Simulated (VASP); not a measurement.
Here is a VASP 6.6.1 calculation.

The input INCAR:

```
SYSTEM = As
PREC = Accurate
ENCUT = 500
EDIFF = 1E-6
ISMEAR = 0
SIGMA = 0.1
LREAL = .FALSE.
LASPH = .TRUE.
NELM = 120
ALGO = Normal
ISIF = 2
LWAVE = .FALSE.
LCHARG = .FALSE.
GGA = PE
NBANDS = 12
GGA_COMPAT = .FALSE.
```

KPOINTS

```
regular mesh
0
G
  6 6 6
  0 0 0
```

The input POSCAR:

```
As
1.0
    1.8162215065      1.0485959757      3.3679650315
   -1.8162215065      1.0485959757      3.3679650315
    0.0000000000     -2.0971919514      3.3679650315
As
2
Direct
    0.2275400000      0.2275400000      0.2275400000
    0.7724600000      0.7724600000      0.7724600000
```

Potentials or basis: VASP PAW PBE potentials, release 64 (As).

Launch:

```console
$ cat potpaw_PBE.64/As/POTCAR > POTCAR
$ mpirun -np 1 vasp_std > vasp.out
```

Q: Estimate the pressure.

A: 14.3 GPa.

Q: Estimate the largest force.

A: 1.032 eV/Å.

Q: Predict the band gap on the k mesh.

A: Zero (band 5 reaches 7.10 eV, above the bottom of band 6 at 6.49 eV).

Forces in eV/Å, atoms in the order of the input:
```
As   0.000  0.000  1.032
As   0.000  0.000 -1.032
```

Caveat: forces of over 1 eV/Å act on the atoms, so gaps and moduli don't describe the material at rest.
